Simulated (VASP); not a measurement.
# C (I4_1/amd) in VASP: a series of runs

Runs on C. Level: PBE. Tasks: single point.

All numbers are computed with VASP 6.6.1; they aren't measurements. Logs are shortened: lines on timing, memory, paths and dates and some standing lists are left out, and cuts for length are marked.

## (1) The cell of the first run

Symmetry: I4_1/amd, No. 141, tetragonal system. The conventional cell has a = 2.831 Å, b = 2.831 Å, c = 2.831 Å, α = 90.00°, β = 90.00°, γ = 90.00°. Within 2.1 Å of C (site symmetry -4m2) lie 4 C at 1.58 Å.

## (2) Single point, PBE

Input file INCAR:

```
  PREC = Accurate
  ENCUT = 520
  EDIFF = 1E-7
  ISMEAR = 0
  SIGMA = 0.05
  LREAL = False
  LASPH = True
  NELM = 60
  ALGO = Normal
  ISIF = 2
  LWAVE = False
  LCHARG = False
  GGA = PE
  NBANDS = 11
```

Input file KPOINTS:

```
Automatic mesh
0
Gamma
  12 12 12
```

Input file POSCAR:

```
C
1.0
    0.0000000000      2.0018995919      1.4153430115
    2.0018995919      0.0000000000      1.4153430115
    2.0018995919      2.0018995919      0.0000000000
C
2
Direct
    0.5000000000      0.5000000000      0.5000000000
    0.7500000000      0.7500000000      0.7500000000
```

Potentials or basis: VASP PAW PBE potentials, release 64 (C).

Started as:

```
$ cat potpaw_PBE.64/C/POTCAR > POTCAR
$ mpirun -np 1 vasp_std > vasp.out
```

OUTCAR:

```text
PREC = Accurate
   ENCUT = 520
   EDIFF = 1E-7
   ISMEAR = 0
   LREAL = False
   LASPH = True
   NELM = 60
   ISIF = 2
   GGA = PE

 ion  position               nearest neighbor table
   1  0.500  0.500  0.500-   2 1.58   2 1.58   2 1.58   2 1.58
   2  0.750  0.750  0.750-   1 1.58   1 1.58   1 1.58   1 1.58

  LATTYP: Found a body centered tetragonal cell.
 ALAT       =     2.8311135534
 C/A-ratio  =     0.9998489886

  Lattice vectors:

 A1 = (   0.0000000000,  -2.0018995919,  -1.4153430115)
 A2 = (   0.0000000000,   2.0018995919,  -1.4153430115)
 A3 = (   2.0018995919,   0.0000000000,   1.4153430115)

Analysis of symmetry for initial positions (statically):
=====================================================================
 Subroutine PRICEL returns:
 Original cell was already a primitive cell.

 Routine SETGRP: Setting up the symmetry group for a
 body centered tetragonal supercell.

 Subroutine GETGRP returns: Found 16 space group operations
 (whereof  8 operations were pure point group operations)
 out of a pool of 16 trial point group operations.

The static configuration has the point symmetry D_2d.
 The point group associated with its full space group is D_4h.

Analysis of symmetry for dynamics (positions and initial velocities):
=====================================================================
 Subroutine PRICEL returns:
 Original cell was already a primitive cell.

 Routine SETGRP: Setting up the symmetry group for a
 body centered tetragonal supercell.

 Subroutine GETGRP returns: Found 16 space group operations
 (whereof  8 operations were pure point group operations)
 out of a pool of 16 trial point group operations.

The dynamic configuration has the point symmetry D_2d.
 The point group associated with its full space group is D_4h.

 Subroutine INISYM returns: Found 16 space group operations
 (whereof  8 operations are pure point group operations),
 and found     1 'primitive' translations

----------------------------------------------------------------------------------------

                                     Primitive cell

  volume of cell :      11.3443

  direct lattice vectors                    reciprocal lattice vectors
     0.000000000  2.001899592  1.415343012    -0.249762776  0.249762776  0.353271254
     2.001899592  0.000000000  1.415343012     0.249762776 -0.249762776  0.353271254
     2.001899592  2.001899592  0.000000000     0.249762776  0.249762776 -0.353271254

  length of vectors
     2.451692847  2.451692847  2.831113553     0.499563277  0.499563277  0.499563277

  position of ions in fractional coordinates (direct lattice)
     0.500000000  0.500000000  0.500000000
     0.750000000  0.750000000  0.750000000

  ion indices of the primitive-cell ions
   primitive index   ion index
                 1           1
                 2           2

----------------------------------------------------------------------------------------

 KPOINTS: Automatic mesh

Automatic generation of k-mesh.
 Grid dimensions read from file:
 generate k-points for:   12   12   12

 Generating k-lattice:

  Cartesian coordinates                     Fractional coordinates (reciprocal lattice)
    -0.020813565  0.020813565  0.029439271     0.083333333  0.000000000  0.000000000
     0.020813565 -0.020813565  0.029439271     0.000000000  0.083333333  0.000000000
     0.020813565  0.020813565 -0.029439271     0.000000000  0.000000000  0.083333333

  Length of vectors
     0.041630273  0.041630273  0.041630273

  Shift w.r.t. Gamma in fractional coordinates (k-lattice)
     0.000000000  0.000000000  0.000000000

 Subroutine IBZKPT returns following result:
 ===========================================

 Found    163 irreducible k-points:

 Following reciprocal coordinates:
            Coordinates               Weight
  0.000000  0.000000  0.000000      1.000000
  0.083333 -0.000000  0.000000      8.000000
  0.166667 -0.000000  0.000000      8.000000
  0.250000 -0.000000  0.000000      8.000000
  0.333333 -0.000000  0.000000      8.000000
  0.416667 -0.000000  0.000000      8.000000
[... 16 lines left out ...]
  0.500000  0.166667  0.000000      8.000000
 -0.416667  0.166667  0.000000      8.000000
 [... further k-points ...]
   k-points           NKPTS =    163   k-points in BZ     NKDIM =    163   number of bands    NBANDS=     11
   number of dos      NEDOS =    301   number of ions     NIONS =      2
   total plane-waves  NPLWV =   7776
   dimension x,y,z NGX =    18 NGY =   18 NGZ =   24
   dimension x,y,z NGXF=    36 NGYF=   36 NGZF=   48
   ions per type =               2
   NGX,Y,Z   is equivalent  to a cutoff of  12.21, 12.21, 14.09 a.u.
   NGXF,Y,Z  is equivalent  to a cutoff of  24.41, 24.41, 28.19 a.u.
 SYSTEM =  unknown system
   PREC   = accura    normal or accurate (medium, high low for compatibility)
   ISTART =      0    job   : 0-new  1-cont  2-samecut
   ICHARG =      2    charge: 1-file 2-atom 10-const
   ISPIN  =      1    spin polarized calculation?
   LNONCOLLINEAR =      F non collinear calculations
   LSORBIT =      F    spin-orbit coupling
   LASPH  =      T    aspherical Exc in radial PAW
   ENCUT  =  520.0 eV  38.22 Ry    6.18 a.u.   4.56  4.56  5.26*2*pi/ulx,y,z
   NELM   =     60;   NELMIN=  2; NELMDL= -5     # of ELM steps
   EDIFF  = 0.1E-06   stopping-criterion for ELM
   LREAL  =      F    real-space projection
   EDIFFG = 0.1E-05   stopping-criterion for IOM
   NSW    =      0    number of steps for IOM
   IBRION =     -1    ionic relax: 0-MD 1-quasi-New 2-CG
   NFREE  =      0    steps in history (QN), initial steepest desc. (CG)
   ISIF   =      2    stress and relaxation
   ISYM   =      2    0-nonsym 1-usesym 2-fastsym
   POTIM  = 0.5000    time-step for ionic-motion
   TEBEG  =    0.0;   TEEND  =   0.0 temperature during run
   PSTRESS=    0.0 pullay stress
   NELECT =       8.0000    total number of electrons
   NUPDOWN=      -1.0000    fix difference up-down
   EMIN   =  10.00;   EMAX   =-10.00  energy-range for DOS
   EFERMI =   0.00;   METHOD = LEGACY
   ISMEAR =     0;   SIGMA  =   0.05  broadening in eV -4-tet -1-fermi 0-gaus
   EFERMI_NEDOS =   21; number of points for ismear=-14 and -15
   IALGO  =     38    algorithm
   IMIX   =      4    mixing-type and parameters
     AMIX     =   0.40;   BMIX     =  1.00
     AMIX_MAG =   1.60;   BMIX_MAG =  1.00
  volume/ion in A,a.u.               =       5.67        38.28
  Fermi-wavevector in a.u.,A,eV,Ry     =   1.457178  2.753668 28.890189  2.123369
  Thomas-Fermi vector in A             =   2.574010
   LORBIT       =      0    0 simple, 1 ext, 2 COOP (PROOUT), +10 PAW based schemes
   GGA     = PE    functional components
   LHFCALC =     F    Hartree Fock is set to
   AEXX    =    0.0000 exact exchange contribution
   IVDW    =     0    specifies the selected vdW correction
   LEPSILON=     F    determine dielectric tensor
   LRPA    =     F    only Hartree local field effects (RPA)
 non-spin polarized calculation
 Gauss-broadening in eV      SIGMA  =   0.05
  energy-cutoff  :      520.00
  volume of cell :       11.34
 maximum number of plane-waves:       321
   NGX =  9   NGY =  9   NGZ = 11

 number of electron       8.0000000 magnetization

 Free energy of the ion-electron system (eV)
  ---------------------------------------------------
  ext. energy  EPLUGINS =         0.00000000
  ---------------------------------------------------
  free energy    TOTEN  =       -16.25734505 eV

  energy without entropy =      -16.25717229  energy(sigma->0) =      -16.25725867

 E-fermi :  10.5383     XC(G=0): -13.4284

 val. band max:       10.3088885747   @ k =   0.5000   0.3333   0.0000
 cond. band min:      10.5455928837   @ k =  -0.4167   0.4167   0.0000
 fundamental gap:      0.2367043090
 Fermi energy:        10.5383256637

 k-point     1 :       0.0000    0.0000    0.0000
  band No.  band energies     occupation
      1     -11.6050      2.00000
      2       8.5375      2.00000
      3       8.5375      2.00000
      4      12.4074      0.00000
      5      13.9077      0.00000
      6      17.9567      0.00000
      7      17.9567      0.00000
      8      21.6677      0.00000
      9      28.4932      0.00000
     10      30.4734      0.00000
     11      33.3505      0.00000

 k-point     2 :       0.0833   -0.0000    0.0000
  band No.  band energies     occupation
      1     -11.3983      2.00000
      2       7.9880      2.00000
      3       8.1924      2.00000
      4      11.7858      0.00000
      5      13.9100      0.00000
      6      18.0536      0.00000
      7      18.3862      0.00000
      8      21.8992      0.00000
      9      28.4502      0.00000
     10      30.7489      0.00000
     11      31.6169      0.00000

 k-point     3 :       0.1667   -0.0000    0.0000
  band No.  band energies     occupation
      1     -10.7803      2.00000
      2       6.3197      2.00000
      3       7.3723      2.00000
      4      10.7037      0.00000
      5      13.8702      0.00000
      6      18.0508      0.00000
      7      19.1413      0.00000
      8      22.6960      0.00000
      9      29.0962      0.00000
     10      30.3862      0.00000
     11      32.0675      0.00000
[... 267 lines left out ...]
 k-point    23 :       0.5000    0.1667    0.0000
  band No.  band energies     occupation
      1      -4.5512      2.00000
      2      -2.4226      2.00000
      3       3.5738      2.00000
      4       7.2813      2.00000
      5      13.0135      0.00000
      6      19.4118      0.00000
      7      19.4469      0.00000
      8      23.6716      0.00000
      9      32.5955      0.00000
     10      34.5616      0.00000
     11      36.8733      0.00000

 k-point    24 :      -0.4167    0.1667    0.0000
  band No.  band energies     occupation
      1      -5.8577      2.00000
      2      -0.9040      2.00000
      3       3.7559      2.00000
      4       7.1287      2.00000
      5      13.2955      0.00000
      6      19.6061      0.00000
      7      20.5554      0.00000
      8      23.8005      0.00000
      9      30.6464      0.00000
     10      32.8296      0.00000
     11      34.8262      0.00000

 [... further k-points ...]

------------------------ aborting loop because EDIFF is reached ----------------------------------------

  FORCE on cell =-STRESS in cart. coord.  units (eV):
  Direction    XX          YY          ZZ          XY          YZ          ZX
  --------------------------------------------------------------------------------------
  -------------------------------------------------------------------------------------
  Total       -4.1571634     -4.1571634      8.8425246      0.0000000      0.0000000     -0.0000000
  in kB     -587.1261117   -587.1261117   1248.8508584      0.0000000      0.0000000     -0.0000000
  external PRESSURE =      24.8662117 kB  Pullay stress =       0.0000000 kB

 VOLUME and BASIS-vectors are now :
 -----------------------------------------------------------------------------
  energy-cutoff  :      520.00
  volume of cell :       11.34
      direct lattice vectors                 reciprocal lattice vectors
     0.000000000  2.001899592  1.415343012    -0.249762776  0.249762776  0.353271254
     2.001899592  0.000000000  1.415343012     0.249762776 -0.249762776  0.353271254
     2.001899592  2.001899592  0.000000000     0.249762776  0.249762776 -0.353271254

 POSITION                                       TOTAL-FORCE (eV/Angst)
 -----------------------------------------------------------------------------------
      2.00190      2.00190      1.41534         0.000000     -0.000000      0.000000
      3.00285      3.00285      2.12301        -0.000000      0.000000     -0.000000
 -----------------------------------------------------------------------------------
    total drift:                                0.000000     -0.000000      0.000000

  FREE ENERGIE OF THE ION-ELECTRON SYSTEM (eV)
  ---------------------------------------------------
  free  energy   TOTEN  =       -16.2573450533 eV

  energy  without entropy=      -16.2571722915  energy(sigma->0) =      -16.25725867
```

Wall time 14 s (1 thread of Intel Xeon Platinum 8488C (Sapphire Rapids), shared host); peak memory 0.13 GiB.

Results:

| Property | Result |
| --- | --- |
| Free energy | -16.2573 eV |
| Pressure | 2.5 GPa |
| Band gap on the k mesh | zero (band 4 reaches 12.41 eV, above the bottom of band 5 at 8.87 eV) |

Levels at points of the mesh, in eV from the Fermi level:
| k point | band 1 | band 2 | band 3 | band 4 | band 5 | band 6 | band 7 | band 8 | band 9 |
| --- | --- | --- | --- | --- | --- | --- | --- | --- | --- |
| (0.00, 0.00, 0.00) | -22.14 | -2.00 | -2.00 | 1.87 | 3.37 | 7.42 | 7.42 | 11.13 | 17.95 |
| (0.50, 0.00, 0.00) | -15.82 | -13.71 | -5.56 | -1.77 | 2.89 | 6.12 | 10.92 | 15.29 | 22.15 |
| (0.50, 0.50, 0.00) | -9.66 | -9.66 | -9.63 | -9.63 | -0.36 | -0.36 | 16.36 | 16.36 | 24.03 |
| (0.50, 0.00, 0.50) | -14.95 | -14.95 | -4.28 | -4.28 | 7.82 | 7.82 | 11.68 | 11.68 | 17.96 |

(Part 1 of 2 ends here.)
